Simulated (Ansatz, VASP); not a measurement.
## One calculation of SrTiO3, two programs

```xyz
5
Lattice="3.9050 0.0195 0.0195 0.0195 3.9050 0.0195 0.0195 0.0195 3.9050" Properties=species:S:1:pos:R:3 pbc="T T T"
Sr    0.0000    0.0000    0.0000
Ti    1.9720    1.9720    1.9720
O     0.0195    1.9623    1.9623
O     1.9623    0.0195    1.9623
O     1.9623    1.9623    0.0195
```

Change from the starting cell: equal xy, yz and zx shear strains of +1 %.

Alike in both runs: task single point; functional PBE; k mesh 7 × 7 × 7; occupations fermi-dirac, width 0.05 eV; no spin polarisation.

```csv
,VASP,Ansatz
version,VASP 6.6.1,Ansatz 0.2.0
potentials or method,"VASP PAW PBE potentials, release 64 (Sr_sv, Ti_sv, O), cutoff 520 eV","all-electron LAPW, scalar-relativistic"
```

|  | VASP | Ansatz | Ansatz less VASP |
| --- | --- | --- | --- |
| gap on the k mesh at the Fermi level (eV) | 1.90 | 1.92 | +0.026 |
| pressure (GPa) | 5.0 | 4.3 | -0.71 |
| traceless stress, the component that is largest in VASP (GPa) | -1.14 | -1.13 | +0.004 |

Ansatz ran all-electron here, and VASP with PAW potentials.
